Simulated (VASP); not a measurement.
# SiO2 (P4_32_12) in VASP: further runs

The runs below take SiO2 through single point, with r2SCAN.

Program: VASP 6.6.1. These are calculated values, not measurements. Logs are shortened: lines on timing, memory, paths and dates and some standing lists are left out, and cuts for length are marked.

### 1 The cell of the first run

It takes space group P4_32_12 (No. 96, tetragonal). Conventional cell: a = 4.976 Å, b = 4.976 Å, c = 6.901 Å, α = 90.00°, β = 90.00°, γ = 90.00°. Si (site symmetry 2) has 4 O at 1.61 Å within 2.1 Å. O (site symmetry 1) has 2 Si at 1.61 Å within 2.1 Å.

### 2 Single point, r2SCAN

Input file POSCAR:

```
SiO2
1.0
    4.9755888200      0.0000000000      0.0000000000
    0.0000000000      4.9755888200      0.0000000000
    0.0000000000      0.0000000000      6.9008894400
Si O
4 8
Direct
    0.1967534400      0.1967534400      0.0000000000
    0.3032465600      0.6967534400      0.7500000000
    0.6967534400      0.3032465600      0.2500000000
    0.8032465600      0.8032465600      0.5000000000
    0.6103870700      0.7382423700      0.6820415600
    0.3896129300      0.2617576300      0.1820415600
    0.7382423700      0.6103870700      0.3179584400
    0.2382423700      0.8896129300      0.9320415600
    0.2617576300      0.3896129300      0.8179584400
    0.1103870700      0.7617576300      0.5679584400
    0.8896129300      0.2382423700      0.0679584400
    0.7617576300      0.1103870700      0.4320415600
```

Input file INCAR.step1:

```
SYSTEM = SiO2
ALGO = Normal
EDIFF = 1E-4
ENCUT = 520
GGA = PE
ISMEAR = 0
LASPH = .True.
LCHARG = .False.
LREAL = .False.
LWAVE = .True.
NBANDS = 44
NELM = 80
PREC = Accurate
SIGMA = 0.1
```

Input file INCAR.step2:

```
SYSTEM = SiO2
ALGO = Normal
EDIFF = 1E-7
ENCUT = 520
ISIF = 2
ISMEAR = 0
ISTART = 1
LASPH = .True.
LCHARG = .True.
LELF = .True.
LMIXTAU = .True.
LREAL = .False.
LVHAR = .True.
LWAVE = .False.
METAGGA = R2SCAN
NBANDS = 44
NELM = 80
PREC = Accurate
SIGMA = 0.1
```

Input file KPOINTS:

```
k-points
0
Gamma
  4 4 4
  0 0 0
```

Potentials or basis: VASP PAW PBE potentials, release 64 (Si, O).

Launch:

```console
> cat potpaw_PBE.64/Si/POTCAR potpaw_PBE.64/O/POTCAR > POTCAR
> cp INCAR.step1 INCAR
> mpirun -np 1 vasp_std > vasp.out
> cp INCAR.step2 INCAR
> mpirun -np 1 vasp_std > vasp.out
```

OUTCAR:

```text
SYSTEM = SiO2
   EDIFF = 1E-7
   ENCUT = 520
   ISIF = 2
   ISMEAR = 0
   ISTART = 1
   LASPH = .True.
   LREAL = .False.
   METAGGA = R2SCAN
   NELM = 80
   PREC = Accurate

 ion  position               nearest neighbor table
   1  0.197  0.197  0.000-   8 1.61  11 1.61   9 1.61   6 1.61   2 3.07   3 3.07   2 3.07   3 3.07

   2  0.303  0.697  0.750-   5 1.61   9 1.61   8 1.61  10 1.61   1 3.07   4 3.07   1 3.07   4 3.07

   3  0.697  0.303  0.250-   6 1.61   7 1.61  11 1.61  12 1.61   1 3.07   4 3.07   4 3.07   1 3.07

   4  0.803  0.803  0.500-  10 1.61  12 1.61   5 1.61   7 1.61   2 3.07   3 3.07   3 3.07   2 3.07

   5  0.610  0.738  0.682-   2 1.61   4 1.61
   6  0.390  0.262  0.182-   3 1.61   1 1.61
   7  0.738  0.610  0.318-   3 1.61   4 1.61
   8  0.238  0.890  0.932-   1 1.61   2 1.61
   9  0.262  0.390  0.818-   2 1.61   1 1.61
  10  0.110  0.762  0.568-   4 1.61   2 1.61
  11  0.890  0.238  0.068-   1 1.61   3 1.61
  12  0.762  0.110  0.432-   4 1.61   3 1.61

  LATTYP: Found a simple tetragonal cell.
 ALAT       =     4.9755888200
 C/A-ratio  =     1.3869493018

  Lattice vectors:

 A1 = (   4.9755888200,   0.0000000000,   0.0000000000)
 A2 = (   0.0000000000,   4.9755888200,   0.0000000000)
 A3 = (   0.0000000000,   0.0000000000,   6.9008894400)

Analysis of symmetry for initial positions (statically):
=====================================================================
 Subroutine PRICEL returns:
 Original cell was already a primitive cell.

 Routine SETGRP: Setting up the symmetry group for a
 simple tetragonal supercell.

 Subroutine GETGRP returns: Found  8 space group operations
 (whereof  2 operations were pure point group operations)
 out of a pool of 16 trial point group operations.

The static configuration has the point symmetry C_2 .
 The point group associated with its full space group is D_4 .

Analysis of symmetry for dynamics (positions and initial velocities):
=====================================================================
 Subroutine PRICEL returns:
 Original cell was already a primitive cell.

 Routine SETGRP: Setting up the symmetry group for a
 simple tetragonal supercell.

 Subroutine GETGRP returns: Found  8 space group operations
 (whereof  2 operations were pure point group operations)
 out of a pool of 16 trial point group operations.

The dynamic configuration has the point symmetry C_2 .
 The point group associated with its full space group is D_4 .

 Subroutine INISYM returns: Found  8 space group operations
 (whereof  2 operations are pure point group operations),
 and found     1 'primitive' translations

----------------------------------------------------------------------------------------

                                     Primitive cell

  volume of cell :     170.8418

  direct lattice vectors                    reciprocal lattice vectors
     4.975588820  0.000000000  0.000000000     0.200981238  0.000000000  0.000000000
     0.000000000  4.975588820  0.000000000     0.000000000  0.200981238  0.000000000
     0.000000000  0.000000000  6.900889440     0.000000000  0.000000000  0.144908857

  length of vectors
     4.975588820  4.975588820  6.900889440     0.200981238  0.200981238  0.144908857

  position of ions in fractional coordinates (direct lattice)
     0.196753440  0.196753440  0.000000000
     0.303246560  0.696753440  0.750000000
     0.696753440  0.303246560  0.250000000
     0.803246560  0.803246560  0.500000000
     0.610387070  0.738242370  0.682041560
     0.389612930  0.261757630  0.182041560
     0.738242370  0.610387070  0.317958440
     0.238242370  0.889612930  0.932041560
     0.261757630  0.389612930  0.817958440
     0.110387070  0.761757630  0.567958440
     0.889612930  0.238242370  0.067958440
     0.761757630  0.110387070  0.432041560

  ion indices of the primitive-cell ions
   primitive index   ion index
                 1           1
                 2           2
                 3           3
                 4           4
                 5           5
                 6           6
                 7           7
                 8           8
                 9           9
                10          10
                11          11
                12          12

----------------------------------------------------------------------------------------

 KPOINTS: k-points

Automatic generation of k-mesh.
 Grid dimensions read from file:
 generate k-points for:    4    4    4

 Generating k-lattice:

  Cartesian coordinates                     Fractional coordinates (reciprocal lattice)
     0.050245309  0.000000000  0.000000000     0.250000000  0.000000000  0.000000000
     0.000000000  0.050245309  0.000000000     0.000000000  0.250000000  0.000000000
     0.000000000  0.000000000  0.036227214     0.000000000  0.000000000  0.250000000

  Length of vectors
     0.050245309  0.050245309  0.036227214

  Shift w.r.t. Gamma in fractional coordinates (k-lattice)
     0.000000000  0.000000000  0.000000000

 Subroutine IBZKPT returns following result:
 ===========================================

 Found     18 irreducible k-points:

 Following reciprocal coordinates:
            Coordinates               Weight
  0.000000  0.000000  0.000000      1.000000
  0.250000  0.000000  0.000000      4.000000
  0.500000  0.000000  0.000000      2.000000
  0.250000  0.250000  0.000000      4.000000
  0.500000  0.250000  0.000000      4.000000
  0.500000  0.500000  0.000000      1.000000
[... 10 lines left out ...]
  0.500000  0.250000  0.500000      4.000000
  0.500000  0.500000  0.500000      1.000000
   k-points           NKPTS =     18   k-points in BZ     NKDIM =     18   number of bands    NBANDS=     44
   number of dos      NEDOS =    301   number of ions     NIONS =     12
   total plane-waves  NPLWV =  86400
   dimension x,y,z NGX =    40 NGY =   40 NGZ =   54
   dimension x,y,z NGXF=    80 NGYF=   80 NGZF=  108
   ions per type =               4   8
   NGX,Y,Z   is equivalent  to a cutoff of  13.36, 13.36, 13.01 a.u.
   NGXF,Y,Z  is equivalent  to a cutoff of  26.73, 26.73, 26.02 a.u.
 SYSTEM =  SiO2
   PREC   = accura    normal or accurate (medium, high low for compatibility)
   ISTART =      1    job   : 0-new  1-cont  2-samecut
   ICHARG =      0    charge: 1-file 2-atom 10-const
   ISPIN  =      1    spin polarized calculation?
   LNONCOLLINEAR =      F non collinear calculations
   LSORBIT =      F    spin-orbit coupling
   LASPH  =      T    aspherical Exc in radial PAW
   ENCUT  =  520.0 eV  38.22 Ry    6.18 a.u.   9.25  9.25 12.83*2*pi/ulx,y,z
   NELM   =     80;   NELMIN=  2; NELMDL=  0     # of ELM steps
   EDIFF  = 0.1E-06   stopping-criterion for ELM
   LREAL  =      F    real-space projection
   EDIFFG = 0.1E-05   stopping-criterion for IOM
   NSW    =      0    number of steps for IOM
   IBRION =     -1    ionic relax: 0-MD 1-quasi-New 2-CG
   NFREE  =      0    steps in history (QN), initial steepest desc. (CG)
   ISIF   =      2    stress and relaxation
   ISYM   =      2    0-nonsym 1-usesym 2-fastsym
   POTIM  = 0.5000    time-step for ionic-motion
   TEBEG  =    0.0;   TEEND  =   0.0 temperature during run
   PSTRESS=    0.0 pullay stress
   NELECT =      64.0000    total number of electrons
   NUPDOWN=      -1.0000    fix difference up-down
   EMIN   =  10.00;   EMAX   =-10.00  energy-range for DOS
   EFERMI =   0.00;   METHOD = LEGACY
   ISMEAR =     0;   SIGMA  =   0.10  broadening in eV -4-tet -1-fermi 0-gaus
   EFERMI_NEDOS =   21; number of points for ismear=-14 and -15
   IALGO  =     38    algorithm
   IMIX   =      4    mixing-type and parameters
     AMIX     =   0.40;   BMIX     =  1.00
     AMIX_MAG =   1.60;   BMIX_MAG =  1.00
  volume/ion in A,a.u.               =      14.24        96.07
  Fermi-wavevector in a.u.,A,eV,Ry     =   1.180149  2.230158 18.949534  1.392751
  Thomas-Fermi vector in A             =   2.316447
   LORBIT       =      0    0 simple, 1 ext, 2 COOP (PROOUT), +10 PAW based schemes
   METAGGA = R2SCAN    functional components
   LHFCALC =     F    Hartree Fock is set to
   AEXX    =    0.0000 exact exchange contribution
   IVDW    =     0    specifies the selected vdW correction
   LEPSILON=     F    determine dielectric tensor
   LRPA    =     F    only Hartree local field effects (RPA)
 non-spin polarized calculation
 Gauss-broadening in eV      SIGMA  =   0.10
  energy-cutoff  :      520.00
  volume of cell :      170.84
 maximum number of plane-waves:      4630
 NGX is ok and might be reduce to    40
   NGX = 19   NGY = 19   NGZ = 25

 number of electron      63.9999967 magnetization

 Free energy of the ion-electron system (eV)
  ---------------------------------------------------
  ext. energy  EPLUGINS =         0.00000000
  ---------------------------------------------------
  free energy    TOTEN  =      -119.16298862 eV

  energy without entropy =     -119.16298862  energy(sigma->0) =     -119.16298862

 E-fermi :   0.1689     XC(G=0):  -8.9117

 val. band max:       -0.2802103226   @ k =   0.0000   0.0000   0.0000
 cond. band min:       6.0746854952   @ k =   0.0000   0.0000   0.0000
 fundamental gap:      6.3548958177
 Fermi energy:         0.1689274127

 k-point     1 :       0.0000    0.0000    0.0000
  band No.  band energies     occupation
      1     -20.7336      2.00000
      2     -19.8299      2.00000
      3     -19.8299      2.00000
      4     -18.6960      2.00000
      5     -18.6481      2.00000
      6     -18.6474      2.00000
[... 36 lines left out ...]
     43      12.0671      0.00000
     44      12.3218      0.00000

 k-point     2 :       0.2500    0.0000    0.0000
  band No.  band energies     occupation
      1     -20.6051      2.00000
      2     -19.9592      2.00000
      3     -19.6793      2.00000
      4     -18.8429      2.00000
      5     -18.7034      2.00000
      6     -18.6791      2.00000
[... 36 lines left out ...]
     43      11.9232      0.00000
     44      12.2066      0.00000

 k-point     3 :       0.5000    0.0000    0.0000
  band No.  band energies     occupation
      1     -20.2846      2.00000
      2     -20.2846      2.00000
      3     -19.2871      2.00000
      4     -19.2871      2.00000
      5     -18.7091      2.00000
      6     -18.7091      2.00000
[... 36 lines left out ...]
     43      11.7630      0.00000
     44      11.7630      0.00000

 k-point     4 :       0.2500    0.2500    0.0000
  band No.  band energies     occupation
      1     -20.4740      2.00000
      2     -19.8162      2.00000
      3     -19.8073      2.00000
      4     -19.0104      2.00000
      5     -18.7093      2.00000
      6     -18.6821      2.00000
[... 600 lines left out ...]
     43      11.8084      0.00000
     44      11.8084      0.00000

 k-point    17 :       0.5000    0.2500    0.5000
  band No.  band energies     occupation
      1     -20.1408      2.00000
      2     -20.1408      2.00000
      3     -19.4407      2.00000
      4     -19.4407      2.00000
      5     -18.7018      2.00000
      6     -18.7018      2.00000
[... 36 lines left out ...]
     43      11.9287      0.00000
     44      11.9287      0.00000

 k-point    18 :       0.5000    0.5000    0.5000
  band No.  band energies     occupation
      1     -19.7937      2.00000
      2     -19.7937      2.00000
      3     -19.7937      2.00000
      4     -19.7937      2.00000
      5     -18.7110      2.00000
      6     -18.7110      2.00000
[... 36 lines left out ...]
     43      11.0366      0.00000
     44      11.0366      0.00000

------------------------ aborting loop because EDIFF is reached ----------------------------------------

  FORCE on cell =-STRESS in cart. coord.  units (eV):
  Direction    XX          YY          ZZ          XY          YZ          ZX
  --------------------------------------------------------------------------------------
  -------------------------------------------------------------------------------------
  Total        0.3075114      0.3075114      0.2485971      0.0000000      0.0000000      0.0000000
  in kB        2.8838837      2.8838837      2.3313771      0.0000000      0.0000000      0.0000000
  external PRESSURE =       2.6997148 kB  Pullay stress =       0.0000000 kB

 VOLUME and BASIS-vectors are now :
 -----------------------------------------------------------------------------
  energy-cutoff  :      520.00
  volume of cell :      170.84
      direct lattice vectors                 reciprocal lattice vectors
     4.975588820  0.000000000  0.000000000     0.200981238  0.000000000  0.000000000
     0.000000000  4.975588820  0.000000000     0.000000000  0.200981238  0.000000000
     0.000000000  0.000000000  6.900889440     0.000000000  0.000000000  0.144908857

 POSITION                                       TOTAL-FORCE (eV/Angst)
 -----------------------------------------------------------------------------------
      0.97896      0.97896      0.00000         0.003667      0.003667      0.000000
      1.50883      3.46676      5.17567        -0.003667      0.003667      0.000000
      3.46676      1.50883      1.72522         0.003667     -0.003667     -0.000000
      3.99662      3.99662      3.45044        -0.003667     -0.003667      0.000000
      3.03704      3.67319      4.70669         0.015520     -0.010485     -0.007937
      1.93855      1.30240      1.25625        -0.015520      0.010485     -0.007937
      3.67319      3.03704      2.19420        -0.010485      0.015520      0.007937
      1.18540      4.42635      6.43192        -0.010485     -0.015520     -0.007937
      1.30240      1.93855      5.64464         0.010485     -0.015520      0.007937
      0.54924      3.79019      3.91942         0.015520      0.010485      0.007937
      4.42635      1.18540      0.46897        -0.015520     -0.010485      0.007937
      3.79019      0.54924      2.98147         0.010485      0.015520     -0.007937
 -----------------------------------------------------------------------------------
    total drift:                                0.000000     -0.000000     -0.000000

  FREE ENERGIE OF THE ION-ELECTRON SYSTEM (eV)
  ---------------------------------------------------
  free  energy   TOTEN  =      -119.1629886170 eV

  energy  without entropy=     -119.1629886170  energy(sigma->0) =     -119.16298862
```

Wall time 4.4 min (1 thread of Intel Xeon 6975P-C (Granite Rapids), shared host); peak memory 0.35 GiB.

What came out:

```
Free energy            : -119.1630 eV
Pressure               : 0.3 GPa
Largest force          : 0.020 eV/Å
Band gap on the k mesh : 6.35 eV, direct
```

Forces on the atoms (eV/Å):
```
Si   0.004  0.004  0.000
Si  -0.004  0.004  0.000
Si   0.004 -0.004  0.000
Si  -0.004 -0.004  0.000
O    0.016 -0.010 -0.008
O   -0.016  0.010 -0.008
O   -0.010  0.016  0.008
O   -0.010 -0.016 -0.008
O    0.010 -0.016  0.008
O    0.016  0.010  0.008
O   -0.016 -0.010  0.008
O    0.010  0.016 -0.008
```

Caveat: the PAW data sets were made with another functional, which shifts forces and pressure a little. r2SCAN opens gaps a little over a GGA but as a rule still falls short of measured ones.

(Part 1 of 2 ends here.)
